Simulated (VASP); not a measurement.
Here is a VASP 6.6.1 calculation.

The input INCAR:

```
PREC     = Accurate       # precision mode
ENCUT    = 520            # plane-wave cutoff, eV
EDIFF    = 1E-6           # SCF threshold, eV
ISMEAR   = -1             # smearing method
SIGMA    = 0.05           # smearing width, eV
LREAL    = F              # projectors in reciprocal space
LASPH    = T              # aspherical terms in the spheres
NELM     = 100            # most SCF steps
ALGO     = Normal         # electronic algorithm
ISIF     = 2              # what is computed and relaxed
LWAVE    = F              # write WAVECAR
LCHARG   = T              # write CHGCAR
GGA      = PE             # functional
LELF     = T              # ELF
LVHAR    = T            
NBANDS   = 18             # bands
```

KPOINTS

```
Automatic mesh
0
Gamma
  9 9 9
```

File POSCAR:

```
HfO2
1.0
    0.0000000000      2.5488082298      2.5488082298
    2.5488082298      0.0000000000      2.5488082298
    2.5488082298      2.5488082298      0.0000000000
Hf O
1 2
Direct
    0.0000000000      0.0000000000      0.0000000000
    0.7500000000      0.7500000000      0.7500000000
    0.2500000000      0.2500000000      0.2500000000
```

Potentials or basis: VASP PAW PBE potentials, release 64 (Hf_pv, O).

Run with:

```bash
$ cat potpaw_PBE.64/Hf_pv/POTCAR potpaw_PBE.64/O/POTCAR > POTCAR
$ mpirun -np 1 vasp_std > vasp.out
```

Question: What does it give for the pressure?

Answer: -3.6 GPa.

Question: What does it give for the band gap on the k mesh?

Answer: 3.87 eV (least direct gap 3.98 eV).

Caveat: the cell stands under tension; spin-orbit coupling is left out, which moves the levels of the heavy elements; an odd mesh through Γ misses points on the zone boundary, where band edges can lie.
